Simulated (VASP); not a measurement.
# ZrB (F-43m) in VASP: a series of runs

The runs below take ZrB through single point, relaxation of cell and atoms, with PBEsol.

Program: VASP 6.6.1. These are calculated values, not measurements. Logs are shortened: lines on timing, memory, paths and dates and some standing lists are left out, and cuts for length are marked.

### 1 The cell of the first run

Symmetry: F-43m, No. 216, cubic system. Conventional cell: a = 5.242 Å, b = 5.242 Å, c = 5.242 Å, α = 90.00°, β = 90.00°, γ = 90.00°. Zr (site symmetry -43m) has 4 B at 2.27 Å within 3.0 Å. B (site symmetry -43m) has 4 Zr at 2.27 Å within 3.0 Å.

### 2 Single point, PBEsol

Input file INCAR:

```
SYSTEM = ZrB
PREC = Accurate ; ENCUT = 520
EDIFF = 1E-6 ; ISMEAR = 0
SIGMA = 0.1 ; LREAL = .FALSE.
LASPH = .TRUE. ; NELM = 80
ALGO = Normal ; ISIF = 2
LWAVE = .FALSE. ; LCHARG = .FALSE.
GGA = PS ; NBANDS = 14
```

Input file KPOINTS:

```
Automatic mesh
0
G
  6 6 6
  0 0 0
```

Input file POSCAR:

```
ZrB
1.0
    0.0000000000      2.6209121634      2.6209121634
    2.6209121634      0.0000000000      2.6209121634
    2.6209121634      2.6209121634      0.0000000000
Zr B
1 1
Direct
    0.7500000000      0.7500000000      0.7500000000
    0.0000000000      0.0000000000      0.0000000000
```

Potentials or basis: VASP PAW PBE potentials, release 64 (Zr_sv, B).

Run with:

```
> cat potpaw_PBE.64/Zr_sv/POTCAR potpaw_PBE.64/B/POTCAR > POTCAR
> mpirun -np 1 vasp_std > vasp.out
```

OUTCAR:

```text
SYSTEM = ZrB
   PREC = Accurate
   ENCUT = 520
   EDIFF = 1E-6
   ISMEAR = 0
   LREAL = .FALSE.
   LASPH = .TRUE.
   NELM = 80
   ISIF = 2
   GGA = PS

 ion  position               nearest neighbor table
   1  0.750  0.750  0.750-   2 2.27   2 2.27   2 2.27   2 2.27
   2  0.000  0.000  0.000-   1 2.27   1 2.27   1 2.27   1 2.27

  LATTYP: Found a face centered cubic cell.
 ALAT       =     5.2418243268

  Lattice vectors:

 A1 = (   0.0000000000,   2.6209121634,   2.6209121634)
 A2 = (   2.6209121634,   0.0000000000,   2.6209121634)
 A3 = (   2.6209121634,   2.6209121634,   0.0000000000)

Analysis of symmetry for initial positions (statically):
=====================================================================
 Subroutine PRICEL returns:
 Original cell was already a primitive cell.

 Routine SETGRP: Setting up the symmetry group for a
 face centered cubic supercell.

 Subroutine GETGRP returns: Found 24 space group operations
 (whereof 24 operations were pure point group operations)
 out of a pool of 48 trial point group operations.

The static configuration has the point symmetry T_d .

Analysis of symmetry for dynamics (positions and initial velocities):
=====================================================================
 Subroutine PRICEL returns:
 Original cell was already a primitive cell.

 Routine SETGRP: Setting up the symmetry group for a
 face centered cubic supercell.

 Subroutine GETGRP returns: Found 24 space group operations
 (whereof 24 operations were pure point group operations)
 out of a pool of 48 trial point group operations.

The dynamic configuration has the point symmetry T_d .

 Subroutine INISYM returns: Found 24 space group operations
 (whereof 24 operations are pure point group operations),
 and found     1 'primitive' translations

----------------------------------------------------------------------------------------

                                     Primitive cell

  volume of cell :      36.0070

  direct lattice vectors                    reciprocal lattice vectors
     0.000000000  2.620912163  2.620912163    -0.190773276  0.190773276  0.190773276
     2.620912163  0.000000000  2.620912163     0.190773276 -0.190773276  0.190773276
     2.620912163  2.620912163  0.000000000     0.190773276  0.190773276 -0.190773276

  length of vectors
     3.706529527  3.706529527  3.706529527     0.330429007  0.330429007  0.330429007

  position of ions in fractional coordinates (direct lattice)
     0.750000000  0.750000000  0.750000000
     0.000000000  0.000000000  0.000000000

  ion indices of the primitive-cell ions
   primitive index   ion index
                 1           1
                 2           2

----------------------------------------------------------------------------------------

 KPOINTS: Automatic mesh

Automatic generation of k-mesh.
 Grid dimensions read from file:
 generate k-points for:    6    6    6

 Generating k-lattice:

  Cartesian coordinates                     Fractional coordinates (reciprocal lattice)
    -0.031795546  0.031795546  0.031795546     0.166666667  0.000000000  0.000000000
     0.031795546 -0.031795546  0.031795546     0.000000000  0.166666667  0.000000000
     0.031795546  0.031795546 -0.031795546     0.000000000  0.000000000  0.166666667

  Length of vectors
     0.055071501  0.055071501  0.055071501

  Shift w.r.t. Gamma in fractional coordinates (k-lattice)
     0.000000000  0.000000000  0.000000000

 Subroutine IBZKPT returns following result:
 ===========================================

 Found     16 irreducible k-points:

 Following reciprocal coordinates:
            Coordinates               Weight
  0.000000  0.000000  0.000000      1.000000
  0.166667  0.000000  0.000000      8.000000
  0.333333  0.000000  0.000000      8.000000
  0.500000  0.000000  0.000000      4.000000
  0.166667  0.166667  0.000000      6.000000
  0.333333  0.166667  0.000000     24.000000
[... 8 lines left out ...]
 -0.333333  0.333333  0.166667     24.000000
 -0.333333  0.500000  0.166667     12.000000
   k-points           NKPTS =     16   k-points in BZ     NKDIM =     16   number of bands    NBANDS=     14
   number of dos      NEDOS =    301   number of ions     NIONS =      2
   total plane-waves  NPLWV =  21952
   dimension x,y,z NGX =    28 NGY =   28 NGZ =   28
   dimension x,y,z NGXF=    56 NGYF=   56 NGZF=   56
   ions per type =               1   1
   NGX,Y,Z   is equivalent  to a cutoff of  12.56, 12.56, 12.56 a.u.
   NGXF,Y,Z  is equivalent  to a cutoff of  25.12, 25.12, 25.12 a.u.
 SYSTEM =  ZrB
   PREC   = accura    normal or accurate (medium, high low for compatibility)
   ISTART =      0    job   : 0-new  1-cont  2-samecut
   ICHARG =      2    charge: 1-file 2-atom 10-const
   ISPIN  =      1    spin polarized calculation?
   LNONCOLLINEAR =      F non collinear calculations
   LSORBIT =      F    spin-orbit coupling
   LASPH  =      T    aspherical Exc in radial PAW
   ENCUT  =  520.0 eV  38.22 Ry    6.18 a.u.   6.89  6.89  6.89*2*pi/ulx,y,z
   NELM   =     80;   NELMIN=  2; NELMDL= -5     # of ELM steps
   EDIFF  = 0.1E-05   stopping-criterion for ELM
   LREAL  =      F    real-space projection
[... 7 lines left out ...]
   TEBEG  =    0.0;   TEEND  =   0.0 temperature during run
   PSTRESS=    0.0 pullay stress
   NELECT =      15.0000    total number of electrons
   NUPDOWN=      -1.0000    fix difference up-down
   EMIN   =  10.00;   EMAX   =-10.00  energy-range for DOS
   EFERMI =   0.00;   METHOD = LEGACY
   ISMEAR =     0;   SIGMA  =   0.10  broadening in eV -4-tet -1-fermi 0-gaus
   EFERMI_NEDOS =   21; number of points for ismear=-14 and -15
   IALGO  =     38    algorithm
   IMIX   =      4    mixing-type and parameters
     AMIX     =   0.40;   BMIX     =  1.00
     AMIX_MAG =   1.60;   BMIX_MAG =  1.00
  volume/ion in A,a.u.               =      18.00       121.49
  Fermi-wavevector in a.u.,A,eV,Ry     =   1.222671  2.310512 20.339666  1.494923
  Thomas-Fermi vector in A             =   2.357809
   LORBIT       =      0    0 simple, 1 ext, 2 COOP (PROOUT), +10 PAW based schemes
   GGA     = PS    functional components
   LHFCALC =     F    Hartree Fock is set to
   AEXX    =    0.0000 exact exchange contribution
   IVDW    =     0    specifies the selected vdW correction
   LEPSILON=     F    determine dielectric tensor
   LRPA    =     F    only Hartree local field effects (RPA)
 non-spin polarized calculation
 Gauss-broadening in eV      SIGMA  =   0.10
  energy-cutoff  :      520.00
  volume of cell :       36.01
 maximum number of plane-waves:       982
   NGX = 13   NGY = 13   NGZ = 13

 number of electron      14.9999999 magnetization

 Free energy of the ion-electron system (eV)
  ---------------------------------------------------
  ext. energy  EPLUGINS =         0.00000000
  ---------------------------------------------------
  free energy    TOTEN  =       -14.96006104 eV

  energy without entropy =      -14.94395749  energy(sigma->0) =      -14.95200927

 E-fermi :   5.5337     XC(G=0): -10.4665

 val. band max:        5.4750113135   @ k =  -0.3333   0.5000   0.1667
 cond. band min:       5.5647637679   @ k =   0.5000   0.3333   0.1667
 fundamental gap:      0.0897524543
 Fermi energy:         5.5336895453

 k-point     1 :       0.0000    0.0000    0.0000
  band No.  band energies     occupation
      1     -42.3926      2.00000
      2     -20.3798      2.00000
      3     -20.3798      2.00000
      4     -20.3798      2.00000
      5      -1.8376      2.00000
      6       4.1167      2.00000
      7       4.1167      2.00000
      8       4.1167      2.00000
      9       8.3195      0.00000
     10       8.3195      0.00000
     11      11.2266      0.00000
     12      14.5379      0.00000
     13      14.5379      0.00000
     14      14.5379      0.00000

 k-point     2 :       0.1667    0.0000    0.0000
  band No.  band energies     occupation
      1     -42.3864      2.00000
      2     -20.4560      2.00000
      3     -20.3910      2.00000
      4     -20.3910      2.00000
      5      -1.3984      2.00000
      6       3.8008      2.00000
      7       4.3214      2.00000
      8       4.3214      2.00000
      9       8.1336      0.00000
     10       8.1336      0.00000
     11      11.9295      0.00000
     12      14.0133      0.00000
     13      14.8179      0.00000
     14      14.8179      0.00000

 k-point     3 :       0.3333    0.0000    0.0000
  band No.  band energies     occupation
      1     -42.3740      2.00000
      2     -20.6047      2.00000
      3     -20.4135      2.00000
      4     -20.4135      2.00000
      5      -0.4742      2.00000
      6       3.5574      2.00000
      7       4.5992      2.00000
      8       4.5992      2.00000
      9       8.3830      0.00000
     10       8.3830      0.00000
     11      10.8833      0.00000
     12      13.6408      0.00000
     13      13.7007      0.00000
     14      13.7007      0.00000
[... 188 lines left out ...]
 k-point    15 :      -0.3333    0.3333    0.1667
  band No.  band energies     occupation
      1     -42.3617      2.00000
      2     -20.6166      2.00000
      3     -20.5375      2.00000
      4     -20.4679      2.00000
      5       0.5331      2.00000
      6       3.6523      2.00000
      7       4.4486      2.00000
      8       5.8942      0.00000
      9       6.8889      0.00000
     10       8.8288      0.00000
     11       9.6818      0.00000
     12      11.8902      0.00000
     13      12.7396      0.00000
     14      15.9249      0.00000

 k-point    16 :      -0.3333    0.5000    0.1667
  band No.  band energies     occupation
      1     -42.3596      2.00000
      2     -20.6231      2.00000
      3     -20.5337      2.00000
      4     -20.4954      2.00000
      5       0.6899      2.00000
      6       3.1073      2.00000
      7       5.4750      1.59337
      8       5.9340      0.00000
      9       6.6897      0.00000
     10       8.7282      0.00000
     11       9.8769      0.00000
     12      10.9196      0.00000
     13      12.4287      0.00000
     14      17.7885      0.00000

------------------------ aborting loop because EDIFF is reached ----------------------------------------

  FORCE on cell =-STRESS in cart. coord.  units (eV):
  Direction    XX          YY          ZZ          XY          YZ          ZX
  --------------------------------------------------------------------------------------
  -------------------------------------------------------------------------------------
  Total        0.0185492      0.0185492      0.0185492      0.0000000     -0.0000000      0.0000000
  in kB        0.8253697      0.8253697      0.8253697      0.0000000     -0.0000000      0.0000000
  external PRESSURE =       0.8253697 kB  Pullay stress =       0.0000000 kB

 VOLUME and BASIS-vectors are now :
 -----------------------------------------------------------------------------
  energy-cutoff  :      520.00
  volume of cell :       36.01
      direct lattice vectors                 reciprocal lattice vectors
     0.000000000  2.620912163  2.620912163    -0.190773276  0.190773276  0.190773276
     2.620912163  0.000000000  2.620912163     0.190773276 -0.190773276  0.190773276
     2.620912163  2.620912163  0.000000000     0.190773276  0.190773276 -0.190773276

 POSITION                                       TOTAL-FORCE (eV/Angst)
 -----------------------------------------------------------------------------------
      3.93137      3.93137      3.93137         0.000000     -0.000000      0.000000
      0.00000      0.00000      0.00000        -0.000000      0.000000     -0.000000
 -----------------------------------------------------------------------------------
    total drift:                               -0.000000     -0.000000     -0.000000

  FREE ENERGIE OF THE ION-ELECTRON SYSTEM (eV)
  ---------------------------------------------------
  free  energy   TOTEN  =       -14.9600610445 eV

  energy  without entropy=      -14.9439574935  energy(sigma->0) =      -14.95200927
```

Wall time 4.5 s (1 thread of Intel Xeon 6975P-C (Granite Rapids), shared host); peak memory 0.15 GiB.

What came out:

| Quantity | Value |
| --- | --- |
| Free energy | -14.9601 eV |
| Pressure | 0.1 GPa |

Levels at points of the mesh, in eV from the Fermi level:
```tsv
k point	band 6	band 7	band 8	band 9	band 10	band 11
(0.00, 0.00, 0.00)	-1.42	-1.42	-1.42	2.79	2.79	5.69
(0.50, 0.00, 0.00)	-1.77	-0.89	-0.89	3.52	3.52	4.01
(0.50, 0.50, 0.00)	-3.05	0.71	1.02	1.02	4.07	4.75
```

Caveat: the PAW data sets were made with another functional, which shifts forces and pressure a little.

### 3 Relaxation of cell and atoms, PBEsol

This run uses another cell than the first one, of 16.64 Å³/atom, 0.924 times its volume.

Input file INCAR:

```
PREC = Accurate
ENCUT = 600
EDIFF = 1E-7
ISMEAR = 0
SIGMA = 0.1
LREAL = F
LASPH = T
NELM = 100
ALGO = Normal
ISIF = 3
LWAVE = F
LCHARG = F
GGA = PS
IBRION = 2
NSW = 80
EDIFFG = -0.05
```

Input file KPOINTS:

```
Automatic mesh
0
Gamma
  6 6 6
```

Input file POSCAR:

```
ZrB
1.0
    0.0000000000      2.5529776531      2.5529776531
    2.5529776531      0.0000000000      2.5529776531
    2.5529776531      2.5529776531      0.0000000000
Zr B
1 1
Direct
    0.7500000000      0.7500000000      0.7500000000
    0.0000000000      0.0000000000      0.0000000000
```

Potentials or basis: VASP PAW PBE potentials, release 64 (Zr_sv, B).

Run with:

```
> cat potpaw_PBE.64/Zr_sv/POTCAR potpaw_PBE.64/B/POTCAR > POTCAR
> mpirun -np 1 vasp_std > vasp.out
```

Run time: 14 s. Hardware: 1 thread of Intel Xeon 6975P-C (Granite Rapids), shared host; peak memory 0.17 GiB.

It converged, with:

* Free energy: -14.9596 eV
* Relaxed volume: 18.02 Å³/atom
* Relaxed cell: a = 3.708 Å, b = 3.708 Å, c = 3.708 Å, α = 60.00°, β = 60.00°, γ = 60.00°
* Space group after relaxing (to 0.05 Å): F-43m (No. 216)
* Energy gained by relaxing: 38.4 meV/atom
* Ionic steps: 3
* Pressure after relaxing: 0.0 GPa

Step by step:
```csv
step,energy change (eV),largest force (eV/Å),pressure (GPa),volume (Å³)
1,0.0000,0.0000,9.50,33.28
2,-0.0362,0.0000,-5.57,38.26
3,-0.0768,0.0000,-0.04,36.05
```

Final structure:
```
CELL_PARAMETERS angstrom
0.00000 2.62189 2.62189
2.62189 0.00000 2.62189
2.62189 2.62189 0.00000
ATOMIC_POSITIONS crystal
Zr 0.75000 0.75000 0.75000
B 0.00000 0.00000 0.00000
```

Levels at points of the mesh, in eV from the Fermi level:
```tsv
k point	band 6	band 7	band 8	band 9	band 10	band 11
(0.00, 0.00, 0.00)	-1.41	-1.41	-1.41	2.78	2.78	5.69
(0.50, 0.00, 0.00)	-1.77	-0.89	-0.89	3.51	3.51	4.01
(0.50, 0.50, 0.00)	-3.05	0.71	1.02	1.02	4.06	4.74
```

Caveat: the PAW data sets were made with another functional, which shifts forces and pressure a little. Zero-point motion and thermal expansion aren't in these numbers.

### 4 Single point, PBEsol

This run uses another cell than the first one, of 17.93 Å³/atom, 0.996 times its volume.

Input file INCAR:

```
SYSTEM = ZrB
PREC = Accurate
ENCUT = 520
EDIFF = 1E-6
ISMEAR = 0
SIGMA = 0.1
LREAL = .False.
LASPH = .True.
NELM = 60
ALGO = Normal
ISIF = 2
LWAVE = .False.
LCHARG = .False.
GGA = PS
NBANDS = 14
```

Input file KPOINTS:

```
Automatic mesh
0
Gamma
  14 14 14
  0 0 0
```

Input file POSCAR:

```
ZrB
1.0
    0.0000000000      2.6172660914      2.6172660914
    2.6172660914      0.0000000000      2.6172660914
    2.6172660914      2.6172660914      0.0000000000
Zr B
1 1
Direct
    0.7500000000      0.7500000000      0.7500000000
    0.0000000000      0.0000000000      0.0000000000
```

Run with:

```
> cat potpaw_PBE.64/Zr_sv/POTCAR potpaw_PBE.64/B/POTCAR > POTCAR
> mpirun -np 1 vasp_std > vasp.out
```

Run time: 20 s. Hardware: 1 thread of Intel Xeon 6975P-C (Granite Rapids), shared host; peak memory 0.18 GiB.

Results (log left out):

```
Free energy : -14.9927 eV
Pressure    : 0.1 GPa
```

Levels at points of the mesh, in eV from the Fermi level:
```csv
k point,band 4,band 5,band 6,band 7,band 8,band 9,band 10,band 11,band 12,band 13
"(0.00, 0.00, 0.00)",-25.81,-7.31,-1.35,-1.35,-1.35,2.88,2.88,5.78,9.11,9.11
"(0.50, 0.00, 0.00)",-25.86,-5.49,-1.70,-0.81,-0.81,3.61,3.61,4.11,6.97,6.97
"(0.50, 0.50, 0.00)",-25.93,-4.79,-2.99,0.78,1.11,1.11,4.17,4.86,4.93,4.93
```

Caveat: the PAW data sets were made with another functional, which shifts forces and pressure a little.

### 5 Relaxation of cell and atoms, PBEsol

Input file INCAR:

```
SYSTEM = ZrB
PREC     = Accurate       ! precision mode
ENCUT    = 600            ! plane-wave cutoff, eV
EDIFF    = 1E-6           ! SCF threshold, eV
ISMEAR   = 0              ! smearing method
SIGMA    = 0.1            ! smearing width, eV
LREAL    = .False.        ! projectors in reciprocal space
LASPH    = .True.         ! aspherical terms in the spheres
NELM     = 80             ! most SCF steps
ALGO     = Normal         ! electronic algorithm
ISIF     = 3              ! what is computed and relaxed
LWAVE    = .False.        ! write WAVECAR
LCHARG   = .False.        ! write CHGCAR
GGA      = PS             ! functional
IBRION   = 2              ! ionic algorithm
NSW      = 80             ! ionic steps
EDIFFG   = -0.01          ! ionic threshold
```

KPOINTS is that of step 4.

Input file POSCAR:

```
ZrB
1.0
    0.0000000000      2.6209121634      2.6209121634
    2.6209121634      0.0000000000      2.6209121634
    2.6209121634      2.6209121634      0.0000000000
Zr B
1 1
Direct
    0.7500000000      0.7500000000      0.7500000000
    0.0000000000      0.0000000000      0.0000000000
```

Run with:

```
> cat potpaw_PBE.64/Zr_sv/POTCAR potpaw_PBE.64/B/POTCAR > POTCAR
> mpirun -np 1 vasp_std > vasp.out
```

Run time: 45 s. Hardware: 1 thread of Intel Xeon 6975P-C (Granite Rapids), shared host; peak memory 0.21 GiB.

The run converged. Its results:

| Quantity | Value |
| --- | --- |
| Free energy | -14.9937 eV |
| Relaxed volume | 17.95 Å³/atom |
| Relaxed cell | a = 3.703 Å, b = 3.703 Å, c = 3.703 Å, α = 60.00°, β = 60.00°, γ = 60.00° |
| Space group after relaxing (to 0.05 Å) | F-43m (No. 216) |
| Energy gained by relaxing | 0.0 meV/atom |
| Ionic steps | 3 |
| Pressure after relaxing | 0.0 GPa |

Final structure:
```xyz
2
Lattice="0.0000 2.6185 2.6185 2.6185 0.0000 2.6185 2.6185 2.6185 0.0000" Properties=species:S:1:pos:R:3 pbc="T T T"
Zr    3.9278    3.9278    3.9278
B     0.0000    0.0000    0.0000
```

Levels at points of the mesh, in eV from the Fermi level:
```
           k point  band 4  band 5  band 6  band 7  band 8  band 9  band 10  band 11
(0.00, 0.00, 0.00)  -25.82   -7.30   -1.34   -1.34   -1.34    2.87     2.87     5.78
(0.50, 0.00, 0.00)  -25.86   -5.48   -1.70   -0.81   -0.81    3.61     3.61     4.10
(0.50, 0.50, 0.00)  -25.93   -4.79   -2.99    0.78    1.10    1.10     4.16     4.85
```

Caveat: the PAW data sets were made with another functional, which shifts forces and pressure a little.

### 6 The runs side by side

```csv
task,cell,k mesh,cutoff (eV),gap on the mesh (eV),pressure (GPa),relaxed volume (Å³/atom)
single point,"a = 3.707 Å, angles 60.0°, 2 atoms",6 × 6 × 6,520,none,0.1,-
relaxation of cell and atoms,"relaxed from a = 3.610 Å, angles 60.0°, 2 atoms",6 × 6 × 6,600,none,0.0,18.02
single point,"a = 3.701 Å, angles 60.0°, 2 atoms",14 × 14 × 14,520,none,0.1,-
relaxation of cell and atoms,"relaxed from a = 3.707 Å, angles 60.0°, 2 atoms",14 × 14 × 14,600,none,0.0,17.95
```

Alike in all rows: level PBEsol; potentials or basis VASP PAW PBE potentials, release 64 (Zr_sv, B); no spin polarisation; smearing gaussian 0.1 eV.

Caveats: the PAW data sets were made with another functional, which shifts forces and pressure a little.

Absolute energies hang on the potentials; compare differences alone.
